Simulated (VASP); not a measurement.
Wanted: the native input for a VASP 6.6.1 run.

```yaml
Task: electric field gradients
Functional: PBE
Potentials_or_basis: VASP PAW PBE potentials, release 64 (Ti_sv)
Cutoff: 400 eV
k_mesh: 13 × 13 × 7
Occupations: fermi-dirac, width 0.08 eV
Spin: no spin polarisation
Dipole_correction: no
Further_INCAR_settings: ALGO = Normal; EDIFF = 1e-08; NBANDS = 19
```

The structure of Ti lies in POSCAR:

```
Ti
1.0
    2.9499978604      0.0000000000      0.0000000000
   -1.4749989302      2.5547730882      0.0000000000
    0.0000000000      0.0000000000      4.7328600000
Ti
2
Direct
    0.3333333333      0.6666666667      0.2500000000
    0.6666666667      0.3333333333      0.7500000000
```

This cell differs from its parent crystal: zz strain of +1 %.

These files were run (other wordings do the same):

INCAR

```
  PREC = Accurate
  ENCUT = 400
  EDIFF = 1E-8
  ISMEAR = -1
  SIGMA = 0.08
  LREAL = False
  LASPH = True
  NELM = 120
  ALGO = Normal
  ISIF = 2
  LWAVE = False
  LCHARG = False
  GGA = PE
  LEFG = True
  NBANDS = 19
  GGA_COMPAT = False
```

KPOINTS

```
regular mesh
0
Gamma
  13 13 7
```

Potentials or basis: VASP PAW PBE potentials, release 64 (Ti_sv).

Run with:

```sh
$ cat potpaw_PBE.64/Ti_sv/POTCAR > POTCAR
$ mpirun -np 1 vasp_std > vasp.out
```

It gave:

| Property | Result |
| --- | --- |
| Pressure | -3.6 GPa |
| Band gap on the k mesh | zero (bands 12 and 13 overlap by 1.08 eV) |
| Largest electric field gradient by atom | Ti +14.3 V/Å² |

Caveat: the cell differs from its parent crystal (zz strain of +1 %); the cell stands under tension; without QUAD_EFG the Cq values of the log hold for a quadrupole moment of 1 mb, not for the nuclei.

It took 50 s on 1 thread of Intel(R) Xeon(R) Platinum 8259CL CPU @ 2.50GHz (Skylake/Cascade Lake), on a shared host, peak memory 0.15 GiB.
